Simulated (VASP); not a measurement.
# BN: single point with PBE-based screened hybrid

BN:

```xyz
4
Lattice="2.5539 0.0000 0.0000 -1.2770 2.2118 0.0000 0.0000 0.0000 4.2269" Properties=species:S:1:pos:R:3 pbc="T T T"
N     0.0000    1.4745    0.5295
N     1.2770    0.7373    2.6430
B     0.0000    1.4745    2.1123
B     1.2770    0.7373    4.2257
```

| Item | Value |
| --- | --- |
| Program | VASP 6.6.1 |
| Task | single point |
| Functional | PBE-based screened hybrid |
| Potentials or basis | VASP PAW PBE potentials, release 64 (N, B) |
| Cutoff | 520 eV |
| k mesh | 6 × 6 × 3 |
| Occupations | fermi-dirac, width 0.05 eV |
| Spin | no spin polarisation |
| Dipole correction | no |
| Grid for exact exchange (PRECFOCK) | Normal |
| Share of exact exchange | 0.25 |
| Further INCAR settings | ALGO = Normal; EDIFF = 1e-06; NBANDS = 16 |
| Screening parameter | 0.1 1/Å |

- Pressure: -9.0 GPa
- Largest force: 0.034 eV/Å
- Band gap on the k mesh: 6.88 eV, indirect (least direct gap 10.26 eV)

Forces on the atoms (eV/Å):
```
N    0.000  0.000 -0.034
N    0.000  0.000 -0.034
B    0.000  0.000  0.034
B    0.000  0.000  0.034
```

Stress tensor (GPa, compression positive):
```
-8.57  0.00  0.00
 0.00 -8.57  0.00
 0.00  0.00 -9.81
```

Levels at points of the mesh, in eV from the valence-band top:
```tsv
k point	band 6	band 7	band 8	band 9	band 10	band 11
(0.00, 0.00, 0.00)	-0.27	0.00	0.00	10.42	10.42	10.63
(0.50, 0.00, 0.00)	-5.36	-4.68	-2.28	8.48	9.83	12.74
```

Wall time 10 min on 1 thread of AMD EPYC 7R13, on a shared host, peak memory 0.21 GiB.

Caveat: the k points lie up to 0.50 Å⁻¹ apart; the PAW data sets were made with another functional, which shifts forces and pressure a little. A k mesh can miss the band edges.
